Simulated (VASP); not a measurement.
Set up this calculation in VASP 6.6.1, as the native input.

- Task: relaxation of cell and atoms
- Functional: LDA
- Potentials or basis: VASP PAW LDA potentials, release 64 (C)
- Cutoff: 600 eV
- k mesh: 10 × 10 × 10
- Occupations: gaussian, width 0.1 eV
- Spin: no spin polarisation
- Dipole correction: no
- Further INCAR settings: ALGO = Normal; EDIFF = 1e-07; IBRION = 2; EDIFFG = -0.05; NSW = 100; ISIF = 3

The structure of C lies in POSCAR:

```
C
1.0
    0.0000000000      1.7800000000      1.7800000000
    1.7800000000      0.0000000000      1.7800000000
    1.7800000000      1.7800000000      0.0000000000
C
2
Direct
    0.0000000000      0.0000000000      0.0000000000
    0.2500000000      0.2500000000      0.2500000000
```

The input as run:

INCAR

```
  PREC = Accurate
  ENCUT = 600
  EDIFF = 1E-7
  ISMEAR = 0
  SIGMA = 0.1
  LREAL = F
  LASPH = T
  NELM = 120
  ALGO = Normal
  ISIF = 3
  LWAVE = F
  LCHARG = F
  IBRION = 2
  NSW = 100
  EDIFFG = -0.05
  GGA_COMPAT = F
  NELMIN = 4
```

KPOINTS

```
Automatic mesh
0
Gamma
  10 10 10
```

Potentials or basis: VASP PAW LDA potentials, release 64 (C).

The run is started by

```sh
$ cat potpaw_LDA.64/C/POTCAR > POTCAR
$ mpirun -np 1 vasp_std > vasp.out
```

Results of the run:

The relaxed volume is 5.52 Å³/atom, the relaxed cell is a = 2.499 Å, b = 2.499 Å, c = 2.499 Å, α = 60.00°, β = 60.00°, γ = 60.00° and the space group after relaxing (to 0.05 Å) is Fd-3m (No. 227). The energy gained by relaxing is 3.9 meV/atom, the ionic steps are 3 and the pressure after relaxing is -0.1 GPa. The band gap on the k mesh is 4.20 eV, indirect (least direct gap 5.62 eV).

Wall time 11 s on 1 thread of Intel(R) Xeon(R) Platinum 8375C CPU @ 2.90GHz (Ice Lake) (shared host), peak memory 0.11 GiB.
